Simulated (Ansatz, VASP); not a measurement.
**CdSeS4 in VASP and in Ansatz**

```xyz
6
Lattice="4.7240 0.0000 0.0000 0.0000 4.7240 0.0000 0.0000 0.0000 9.9412" Properties=species:S:1:pos:R:3 pbc="T T T"
Cd    0.0000    0.0000    0.0000
Se    2.3620    2.3620    4.9706
S     2.3620    0.0000    0.0000
S     0.0000    2.3620    0.0000
S     0.0000    0.0000    4.0128
S     0.0000    0.0000    5.9284
```

Change from the starting cell: species swapped into the AlTlF4 type (P4/mmm, No. 123).

Alike in both runs: functional PBE; k mesh 4 × 4 × 4; occupations gaussian, width 0.1 eV; no spin polarisation.

Ansatz relaxed the structure, and its values are those at the end. VASP's run is a single point on that final structure, the one shown.

```csv
,VASP,Ansatz
version,VASP 6.6.1,Ansatz 0.2.0
potentials or method,"VASP PAW PBE potentials, release 64 (Cd, Se, S), cutoff 520 eV","scalar-relativistic, plane waves, PAW"
valence electrons in the cell,42,60
```

|  | VASP | Ansatz | Ansatz less VASP |
| --- | --- | --- | --- |
| gap on the k mesh at the Fermi level (eV) | none | none | - |
| pressure (GPa) | 0.1 | 0.0 | -0.07 |
| rms of the force components (eV/Å) | 0.076 | 0.004 | -0.0717 |

A gap of «none» marks a metal or a gap that the smearing closes. VASP's potentials hold 42 valence electrons a cell and Ansatz's 60, so a difference there can come from the potentials and not from the codes.
